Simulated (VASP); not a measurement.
Input of a VASP 6.6.1 run:

File INCAR:

```
SYSTEM = SrO
PREC = Accurate
ENCUT = 520
EDIFF = 1E-8
ISMEAR = -1
SIGMA = 0.02
LREAL = .FALSE.
LASPH = .TRUE.
NELM = 100
ALGO = Normal
ISIF = 2
LWAVE = .FALSE.
LCHARG = .FALSE.
GGA = PE
LEFG = .TRUE.
NBANDS = 15
```

Contents of KPOINTS:

```
regular mesh
0
G
  8 8 8
  0 0 0
```

File POSCAR:

```
SrO
1.0
    0.0000000000      2.5954980000      2.5698000000
    2.5954980000      0.0000000000      2.5698000000
    2.5954980000      2.5954980000      0.0000000000
Sr O
1 1
Direct
    0.0000000000      0.0000000000      0.0000000000
    0.5000000000      0.5000000000      0.5000000000
```

Potentials or basis: VASP PAW PBE potentials, release 64 (Sr_sv, O).

Launch:

```console
$ cat potpaw_PBE.64/Sr_sv/POTCAR potpaw_PBE.64/O/POTCAR > POTCAR
$ mpirun -np 1 vasp_std > vasp.out
```

(1) Predict the pressure.

(2) Estimate the band gap on the k mesh.

Answers

(1) 1.6 GPa.

(2) 3.23 eV, indirect (least direct gap 3.36 eV).

Caveat: the cell differs from its parent crystal (equal xx and yy strain of +1 %); without QUAD_EFG the Cq values of the log hold for a quadrupole moment of 1 mb, not for the nuclei.
